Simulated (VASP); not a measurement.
# AlNi in VASP: further runs

Runs on AlNi. Level: r2SCAN. Tasks: single point.

Program: VASP 6.6.1. These are calculated values, not measurements. Logs are shortened: lines on timing, memory, paths and dates and some standing lists are left out, and cuts for length are marked.

### Step 1. The cell of the first run

The typed cell holds 2 atoms: a = 2.731 Å, b = 2.775 Å, c = 3.175 Å, α = 88.96°, β = 90.16°, γ = 90.66°.

### Step 2. Single point, r2SCAN

The input, POSCAR:

```
AlNi
1.0
    1.9200181183     -1.9425589801     -0.0037790393
    1.9512319427      1.9735411424      0.0255001712
    0.0173630105      0.0232309344      3.1752880394
Al Ni
1 1
Direct
   -0.0042343019      0.0203536993     -0.0081235684
    0.5000516049      0.4946897599      0.4962920952
```

The input, INCAR.step1:

```
SYSTEM = AlNi
PREC     = Accurate       ! precision mode
ENCUT    = 520            ! plane-wave cutoff, eV
ISMEAR   = 0              ! smearing method
SIGMA    = 0.1            ! smearing width, eV
LREAL    = .FALSE.        ! projectors in reciprocal space
LASPH    = .TRUE.         ! aspherical terms in the spheres
NELM     = 60             ! most SCF steps
NBANDS   = 14             ! bands
GGA      = PE             ! functional
ALGO     = Normal         ! electronic algorithm
EDIFF    = 1E-4           ! SCF threshold, eV
LWAVE    = .TRUE.         ! write WAVECAR
LCHARG   = .FALSE.        ! write CHGCAR
```

The input, INCAR.step2:

```
SYSTEM = AlNi
PREC     = Accurate       ! precision mode
ENCUT    = 520            ! plane-wave cutoff, eV
EDIFF    = 1E-6           ! SCF threshold, eV
ISMEAR   = 0              ! smearing method
SIGMA    = 0.1            ! smearing width, eV
LREAL    = .FALSE.        ! projectors in reciprocal space
LASPH    = .TRUE.         ! aspherical terms in the spheres
NELM     = 60             ! most SCF steps
ALGO     = Normal         ! electronic algorithm
ISIF     = 2              ! what is computed and relaxed
LWAVE    = .FALSE.        ! write WAVECAR
LCHARG   = .FALSE.        ! write CHGCAR
METAGGA  = R2SCAN         ! meta-GGA
LMIXTAU  = .TRUE.       
NBANDS   = 14             ! bands
ISTART   = 1
```

The input, KPOINTS:

```
Automatic mesh
0
G
  8 8 6
  0 0 0
```

Potentials or basis: VASP PAW PBE potentials, release 64 (Al, Ni).

Launch:

```bash
$ cat potpaw_PBE.64/Al/POTCAR potpaw_PBE.64/Ni/POTCAR > POTCAR
$ cp INCAR.step1 INCAR
$ mpirun -np 1 vasp_std > vasp.out
$ cp INCAR.step2 INCAR
$ mpirun -np 1 vasp_std > vasp.out
```

OUTCAR:

```text
SYSTEM = AlNi
   PREC = Accurate
   ENCUT = 520
   EDIFF = 1E-6
   ISMEAR = 0
   LREAL = .FALSE.
   LASPH = .TRUE.
   NELM = 60
   ISIF = 2
   METAGGA = R2SCAN
   ISTART = 1

 ion  position               nearest neighbor table
   1  0.996  0.020  0.992-   2 2.45   2 2.45   2 2.49   2 2.50   2 2.53   2 2.54   2 2.56   2 2.58

   2  0.500  0.495  0.496-   1 2.45   1 2.45   1 2.49   1 2.50   1 2.53   1 2.54   1 2.56   1 2.58

  LATTYP: Found a triclinic cell.
 ALAT       =     6.3109597888
 B/A-ratio  =     0.9663547015
 C/A-ratio  =     1.3956002506
 COS(alpha) =     0.0000535922
 COS(beta)  =     0.6296017415
 COS(gamma) =     0.7737014820

  Lattice vectors:

 A1 = (  -3.8573992471,   3.8618870258,  -3.1677299608)
 A2 = (  -5.7912681793,   1.9115768178,  -0.0179420926)
 A3 = (   1.9477197461,   5.8431793961,  -6.2957966971)

Analysis of symmetry for initial positions (statically):
=====================================================================
 Subroutine PRICEL returns:
 Original cell was already a primitive cell.

 Routine SETGRP: Setting up the symmetry group for a
 triclinic supercell.

 Subroutine GETGRP returns: Found  1 space group operations
 (whereof  1 operations were pure point group operations)
 out of a pool of  2 trial point group operations.

The static configuration has the point symmetry C_1 .

Analysis of symmetry for dynamics (positions and initial velocities):
=====================================================================
 Subroutine PRICEL returns:
 Original cell was already a primitive cell.

 Routine SETGRP: Setting up the symmetry group for a
 triclinic supercell.

 Subroutine GETGRP returns: Found  1 space group operations
 (whereof  1 operations were pure point group operations)
 out of a pool of  2 trial point group operations.

The dynamic configuration has the point symmetry C_1 .

 Subroutine INISYM returns: Found  1 space group operations
 (whereof  1 operations are pure point group operations),
 and found     1 'primitive' translations

----------------------------------------------------------------------------------------

                                     Primitive cell

  volume of cell :      24.0654

  direct lattice vectors                    reciprocal lattice vectors
     1.920018118 -1.942558980 -0.003779039     0.260372202 -0.257434856  0.000459677
     1.951231943  1.973541142  0.025500171     0.256305261  0.253337505 -0.003254980
     0.017363011  0.023230934  3.175288039    -0.001748462 -0.002340892  0.314958746

  length of vectors
     2.731303580  2.775395646  3.175420489     0.366151062  0.360392666  0.314972298

  position of ions in fractional coordinates (direct lattice)
     0.995765698  0.020353699  0.991876432
     0.500051605  0.494689760  0.496292095

  ion indices of the primitive-cell ions
   primitive index   ion index
                 1           1
                 2           2

----------------------------------------------------------------------------------------

 KPOINTS: Automatic mesh

Automatic generation of k-mesh.
 Grid dimensions read from file:
 generate k-points for:    8    8    6

 Generating k-lattice:

  Cartesian coordinates                     Fractional coordinates (reciprocal lattice)
     0.032546525 -0.032179357  0.000057460     0.125000000  0.000000000 -0.000000000
     0.032038158  0.031667188 -0.000406872     0.000000000  0.125000000  0.000000000
    -0.000291410 -0.000390149  0.052493124    -0.000000000  0.000000000  0.166666667

  Length of vectors
     0.045768883  0.045049083  0.052495383

  Shift w.r.t. Gamma in fractional coordinates (k-lattice)
     0.000000000  0.000000000  0.000000000

 Subroutine IBZKPT returns following result:
 ===========================================

 Found    196 irreducible k-points:

 Following reciprocal coordinates:
            Coordinates               Weight
  0.000000  0.000000  0.000000      1.000000
  0.125000  0.000000  0.000000      2.000000
  0.250000  0.000000  0.000000      2.000000
  0.375000 -0.000000  0.000000      2.000000
  0.500000  0.000000  0.000000      1.000000
 -0.000000  0.125000 -0.000000      2.000000
[... 16 lines left out ...]
  0.125000  0.375000 -0.000000      2.000000
  0.250000  0.375000 -0.000000      2.000000
 [... further k-points ...]
   k-points           NKPTS =    196   k-points in BZ     NKDIM =    196   number of bands    NBANDS=     14
   number of dos      NEDOS =    301   number of ions     NIONS =      2
   total plane-waves  NPLWV =  11520
   dimension x,y,z NGX =    20 NGY =   24 NGZ =   24
   dimension x,y,z NGXF=    40 NGYF=   48 NGZF=   48
   ions per type =               1   1
   NGX,Y,Z   is equivalent  to a cutoff of  12.17, 14.38, 12.56 a.u.
   NGXF,Y,Z  is equivalent  to a cutoff of  24.35, 28.75, 25.13 a.u.
 SYSTEM =  AlNi
   PREC   = accura    normal or accurate (medium, high low for compatibility)
   ISTART =      1    job   : 0-new  1-cont  2-samecut
   ICHARG =      0    charge: 1-file 2-atom 10-const
   ISPIN  =      1    spin polarized calculation?
   LNONCOLLINEAR =      F non collinear calculations
   LSORBIT =      F    spin-orbit coupling
   LASPH  =      T    aspherical Exc in radial PAW
   ENCUT  =  520.0 eV  38.22 Ry    6.18 a.u.   5.08  5.16  5.90*2*pi/ulx,y,z
   NELM   =     60;   NELMIN=  2; NELMDL=  0     # of ELM steps
   EDIFF  = 0.1E-05   stopping-criterion for ELM
   LREAL  =      F    real-space projection
   EDIFFG = 0.1E-04   stopping-criterion for IOM
   NSW    =      0    number of steps for IOM
   IBRION =     -1    ionic relax: 0-MD 1-quasi-New 2-CG
   NFREE  =      0    steps in history (QN), initial steepest desc. (CG)
   ISIF   =      2    stress and relaxation
   ISYM   =      2    0-nonsym 1-usesym 2-fastsym
   POTIM  = 0.5000    time-step for ionic-motion
   TEBEG  =    0.0;   TEEND  =   0.0 temperature during run
   PSTRESS=    0.0 pullay stress
   NELECT =      13.0000    total number of electrons
   NUPDOWN=      -1.0000    fix difference up-down
   EMIN   =  10.00;   EMAX   =-10.00  energy-range for DOS
   EFERMI =   0.00;   METHOD = LEGACY
   ISMEAR =     0;   SIGMA  =   0.10  broadening in eV -4-tet -1-fermi 0-gaus
   EFERMI_NEDOS =   21; number of points for ismear=-14 and -15
   IALGO  =     38    algorithm
   IMIX   =      4    mixing-type and parameters
     AMIX     =   0.40;   BMIX     =  1.00
     AMIX_MAG =   1.60;   BMIX_MAG =  1.00
  volume/ion in A,a.u.               =      12.03        81.20
  Fermi-wavevector in a.u.,A,eV,Ry     =   1.333290  2.519553 24.186576  1.777663
  Thomas-Fermi vector in A             =   2.462160
   LORBIT       =      0    0 simple, 1 ext, 2 COOP (PROOUT), +10 PAW based schemes
   METAGGA = R2SCAN    functional components
   LHFCALC =     F    Hartree Fock is set to
   AEXX    =    0.0000 exact exchange contribution
   IVDW    =     0    specifies the selected vdW correction
   LEPSILON=     F    determine dielectric tensor
   LRPA    =     F    only Hartree local field effects (RPA)
 non-spin polarized calculation
 Gauss-broadening in eV      SIGMA  =   0.10
  energy-cutoff  :      520.00
  volume of cell :       24.07
 maximum number of plane-waves:       660
   NGX = 11   NGY = 11   NGZ = 11

 number of electron      13.0000002 magnetization

 Free energy of the ion-electron system (eV)
  ---------------------------------------------------
  ext. energy  EPLUGINS =         0.00000000
  ---------------------------------------------------
  free energy    TOTEN  =       -19.98049185 eV

  energy without entropy =      -19.97565518  energy(sigma->0) =      -19.97807352

 E-fermi :   9.8473     XC(G=0): -12.9793

 val. band max:        9.8452500704   @ k =   0.5000   0.3750   0.3333
 cond. band min:       9.8726550829   @ k =   0.3750   0.3750   0.5000
 fundamental gap:      0.0274050126
 Fermi energy:         9.8472634149

 k-point     1 :       0.0000    0.0000    0.0000
  band No.  band energies     occupation
      1      -1.8805      2.00000
      2       6.3225      2.00000
      3       6.5500      2.00000
      4       8.1218      2.00000
      5       8.1618      2.00000
      6       8.4113      2.00000
      7      12.4057      0.00000
      8      16.7804      0.00000
      9      17.2602      0.00000
     10      17.8936      0.00000
     11      18.8137      0.00000
     12      25.4226      0.00000
     13      30.5638      0.00000
     14      31.1418      0.00000

 k-point     2 :       0.1250    0.0000    0.0000
  band No.  band energies     occupation
      1      -1.5452      2.00000
      2       6.4116      2.00000
      3       6.5842      2.00000
      4       7.9100      2.00000
      5       8.1493      2.00000
      6       8.2868      2.00000
      7      12.9233      0.00000
      8      14.6964      0.00000
      9      17.0235      0.00000
     10      17.6952      0.00000
     11      20.8644      0.00000
     12      27.1230      0.00000
     13      27.9851      0.00000
     14      30.6460      0.00000

 k-point     3 :       0.2500    0.0000    0.0000
  band No.  band energies     occupation
      1      -0.5563      2.00000
      2       6.3565      2.00000
      3       6.7096      2.00000
      4       7.4410      2.00000
      5       8.0080      2.00000
      6       8.1967      2.00000
      7      11.5974      0.00000
      8      14.2264      0.00000
      9      17.3319      0.00000
     10      18.7572      0.00000
     11      22.1931      0.00000
     12      24.4096      0.00000
     13      27.6611      0.00000
     14      28.3227      0.00000
[... 324 lines left out ...]
 k-point    23 :       0.1250    0.3750   -0.0000
  band No.  band energies     occupation
      1       1.2702      2.00000
      2       5.2059      2.00000
      3       6.9647      2.00000
      4       7.1355      2.00000
      5       7.7603      2.00000
      6       8.0814      2.00000
      7       9.8194      1.30594
      8      16.3516      0.00000
      9      16.9241      0.00000
     10      19.2072      0.00000
     11      21.2766      0.00000
     12      22.8664      0.00000
     13      24.4903      0.00000
     14      28.0563      0.00000

 k-point    24 :       0.2500    0.3750   -0.0000
  band No.  band energies     occupation
      1       2.1714      2.00000
      2       5.6422      2.00000
      3       7.0835      2.00000
      4       7.2447      2.00000
      5       7.6720      2.00000
      6       7.7042      2.00000
      7       9.9375      0.20197
      8      14.3599      0.00000
      9      17.5299      0.00000
     10      18.2486      0.00000
     11      20.8851      0.00000
     12      21.9907      0.00000
     13      24.6252      0.00000
     14      26.3227      0.00000

 [... further k-points ...]
[... 5 lines left out ...]
  --------------------------------------------------------------------------------------
  -------------------------------------------------------------------------------------
  Total       -0.0727312     -0.3181094     -1.0674695     -0.1088137     -0.2781956     -0.2178754
  in kB       -4.8421426    -21.1784147    -71.0677239     -7.2443669    -18.5211188    -14.5052493
  external PRESSURE =     -32.3627604 kB  Pullay stress =       0.0000000 kB

 VOLUME and BASIS-vectors are now :
 -----------------------------------------------------------------------------
  energy-cutoff  :      520.00
  volume of cell :       24.07
      direct lattice vectors                 reciprocal lattice vectors
     1.920018118 -1.942558980 -0.003779039     0.260372202 -0.257434856  0.000459677
     1.951231943  1.973541142  0.025500171     0.256305261  0.253337505 -0.003254980
     0.017363011  0.023230934  3.175288039    -0.001748462 -0.002340892  0.314958746

 POSITION                                       TOTAL-FORCE (eV/Angst)
 -----------------------------------------------------------------------------------
      1.96882     -1.87112      3.14625        -0.236622     -0.308018      0.121893
      1.93398      0.01644      1.58660         0.236622      0.308018     -0.121893
 -----------------------------------------------------------------------------------
    total drift:                                0.001710     -0.000501     -0.003388

  FREE ENERGIE OF THE ION-ELECTRON SYSTEM (eV)
  ---------------------------------------------------
  free  energy   TOTEN  =       -19.9804918510 eV

  energy  without entropy=      -19.9756551825  energy(sigma->0) =      -19.97807352
```

Wall time 2.5 min (1 thread of Intel Xeon 6975P-C (Granite Rapids), shared host); peak memory 0.19 GiB.

Results:

```yaml
Free_energy: -19.9805 eV
Pressure: -3.2 GPa
Largest_force: 0.407 eV/Å
Band_gap_on_the_k_mesh: zero (an odd number of electrons rules out a gap without spin polarisation)
```

Forces in eV/Å, atoms in the order of the input:
```
Al  -0.237 -0.308  0.122
Ni   0.237  0.308 -0.122
```

Caveat: the stress differs along the axes, from -7 to -0 GPa; the PAW data sets were made with another functional, which shifts forces and pressure a little. Spin polarisation is off, so any magnetic state and its effect on volume and gap are missing.

### Step 3. Single point, r2SCAN

This run uses another cell than the first one, of 11.74 Å³/atom.

The input, POSCAR:

```
AlNi
1.0
    1.9386940000     -1.9531901500      0.0000000000
    1.9386940000      1.9531901500      0.0000000000
    0.0000000000      0.0000000000      3.0994300413
Al Ni
1 1
Direct
    0.0000000000      0.0000000000      0.0000000000
    0.5000000000      0.5000000000      0.5000000000
```

The input, INCAR.step1:

```
SYSTEM = AlNi
  PREC = Accurate
  ENCUT = 520
  ISMEAR = 0
  SIGMA = 0.1
  LREAL = .False.
  LASPH = .True.
  NELM = 80
  NBANDS = 14
  GGA = PE
  ALGO = Normal
  EDIFF = 1E-4
  LWAVE = .True.
  LCHARG = .False.
```

The input, INCAR.step2:

```
SYSTEM = AlNi
  PREC = Accurate
  ENCUT = 520
  EDIFF = 1E-7
  ISMEAR = 0
  SIGMA = 0.1
  LREAL = .False.
  LASPH = .True.
  NELM = 80
  ALGO = Normal
  ISIF = 2
  LWAVE = .False.
  LCHARG = .False.
  METAGGA = R2SCAN
  LMIXTAU = .True.
  NBANDS = 14
  ISTART = 1
```

The input, KPOINTS:

```
regular mesh
0
Gamma
  12 12 12
  0 0 0
```

Potentials or basis: VASP PAW PBE potentials, release 64 (Al, Ni).

Launch:

```bash
$ cat potpaw_PBE.64/Al/POTCAR potpaw_PBE.64/Ni/POTCAR > POTCAR
$ cp INCAR.step1 INCAR
$ mpirun -np 1 vasp_std > vasp.out
$ cp INCAR.step2 INCAR
$ mpirun -np 1 vasp_std > vasp.out
```

Wall time 3.6 min (1 thread of Intel Xeon 6975P-C (Granite Rapids), shared host); peak memory 0.21 GiB.

Results (log left out):

```yaml
Free_energy: -20.0249 eV
Pressure: 0.4 GPa
Band_gap_on_the_k_mesh: zero (an odd number of electrons rules out a gap without spin polarisation)
```

Stress tensor (GPa, compression positive):
```
 3.82  0.00  0.00
 0.00  2.03  0.00
 0.00  0.00 -4.71
```

Levels at points of the mesh, in eV from the Fermi level:
| k point | band 4 | band 5 | band 6 | band 7 | band 8 | band 9 | band 10 | band 11 |
| --- | --- | --- | --- | --- | --- | --- | --- | --- |
| (0.00, 0.00, 0.00) | -1.68 | -1.66 | -1.41 | 3.18 | 7.44 | 7.57 | 7.62 | 9.01 |
| (0.50, 0.00, 0.00) | -2.82 | -2.15 | -1.54 | -0.31 | 8.23 | 8.33 | 10.00 | 12.30 |
| (0.50, 0.50, 0.00) | -2.50 | -2.50 | -2.45 | -0.80 | 2.37 | 3.58 | 11.70 | 14.33 |
| (0.00, 0.00, 0.50) | -2.13 | -2.11 | -1.37 | -1.26 | 8.82 | 11.86 | 11.90 | 12.31 |
| (0.50, 0.00, 0.50) | -3.05 | -2.07 | -1.94 | -1.23 | 1.46 | 2.43 | 14.73 | 16.36 |
| (0.50, 0.50, 0.50) | -1.20 | -0.79 | 1.90 | 2.17 | 2.30 | 4.27 | 4.37 | 4.74 |

Caveat: the stress differs along the axes, from -5 to 4 GPa; the PAW data sets were made with another functional, which shifts forces and pressure a little.

### Step 4. Single point, r2SCAN

This run uses another cell than the first one, of 11.74 Å³/atom.

POSCAR is that of step 3.

The input, INCAR.step1:

```
SYSTEM = AlNi
PREC = Accurate ; ENCUT = 520
ISMEAR = 0 ; SIGMA = 0.1
LREAL = .FALSE. ; LASPH = .TRUE.
NELM = 100 ; NBANDS = 14
GGA = PE ; ALGO = Normal
EDIFF = 1E-4 ; LWAVE = .TRUE.
LCHARG = .FALSE.
```

The input, INCAR.step2:

```
SYSTEM = AlNi
PREC = Accurate ; ENCUT = 520
EDIFF = 1E-7 ; ISMEAR = 0
SIGMA = 0.1 ; LREAL = .FALSE.
LASPH = .TRUE. ; NELM = 100
ALGO = Normal ; ISIF = 2
LWAVE = .FALSE. ; LCHARG = .FALSE.
METAGGA = R2SCAN ; LMIXTAU = .TRUE.
NBANDS = 14 ; ISTART = 1
```

The input, KPOINTS:

```
Automatic mesh
0
G
  14 14 12
  0 0 0
```

Launch:

```bash
$ cat potpaw_PBE.64/Al/POTCAR potpaw_PBE.64/Ni/POTCAR > POTCAR
$ cp INCAR.step1 INCAR
$ mpirun -np 1 vasp_std > vasp.out
$ cp INCAR.step2 INCAR
$ mpirun -np 1 vasp_std > vasp.out
```

Run time: 4.7 min. Hardware: 1 thread of Intel Xeon 6975P-C (Granite Rapids), shared host; peak memory 0.24 GiB.

It converged, with:

```yaml
Free_energy: -20.0253 eV
Pressure: 0.4 GPa
Band_gap_on_the_k_mesh: zero (an odd number of electrons rules out a gap without spin polarisation)
```

Stress tensor (GPa, compression positive):
```
 3.53  0.00  0.00
 0.00  1.76  0.00
 0.00  0.00 -4.24
```

Levels at points of the mesh, in eV from the Fermi level:
```csv
k point,band 4,band 5,band 6,band 7,band 8,band 9,band 10,band 11
"(0.00, 0.00, 0.00)",-1.73,-1.71,-1.47,3.13,7.39,7.52,7.56,8.96
"(0.50, 0.00, 0.00)",-2.87,-2.21,-1.60,-0.36,8.18,8.28,9.94,12.25
"(0.50, 0.50, 0.00)",-2.56,-2.55,-2.50,-0.86,2.32,3.52,11.65,14.27
"(0.00, 0.00, 0.50)",-2.18,-2.16,-1.43,-1.31,8.76,11.80,11.85,12.26
"(0.50, 0.00, 0.50)",-3.11,-2.13,-1.99,-1.28,1.40,2.38,14.68,16.31
"(0.50, 0.50, 0.50)",-1.25,-0.84,1.85,2.12,2.24,4.22,4.31,4.68
```

Caveat: the stress differs along the axes, from -4 to 4 GPa; the PAW data sets were made with another functional, which shifts forces and pressure a little.

### Step 5. Overview

```tsv
cell	k mesh	gap on the mesh (eV)	pressure (GPa)
a = 2.731, b = 2.775, c = 3.175 Å, angles 89.0, 90.2, 90.7°, 2 atoms, atomic positions A	8 × 8 × 6	none	-3.2
a = 2.752, b = 2.752, c = 3.099 Å, angles 90.0, 90.0, 90.4°, 2 atoms, atomic positions B	12 × 12 × 12	none	0.4
a = 2.752, b = 2.752, c = 3.099 Å, angles 90.0, 90.0, 90.4°, 2 atoms, atomic positions B	14 × 14 × 12	none	0.4
```

Alike in all rows: task single point; level r2SCAN; potentials or basis VASP PAW PBE potentials, release 64 (Al, Ni); no spin polarisation; cutoff (eV) 520; smearing gaussian 0.1 eV.

Caveats: the PAW data sets were made with another functional, which shifts forces and pressure a little; the stress differs along the axes, from -7 to -0 GPa (at least some runs); the stress differs along the axes, from -5 to 4 GPa (at least some runs); the stress differs along the axes, from -4 to 4 GPa (at least some runs).

Total energies depend on the potentials used, so only differences within one code and one set of settings carry meaning.

The gap in the log of VASP goes by the Fermi energy; the results here count the filled bands.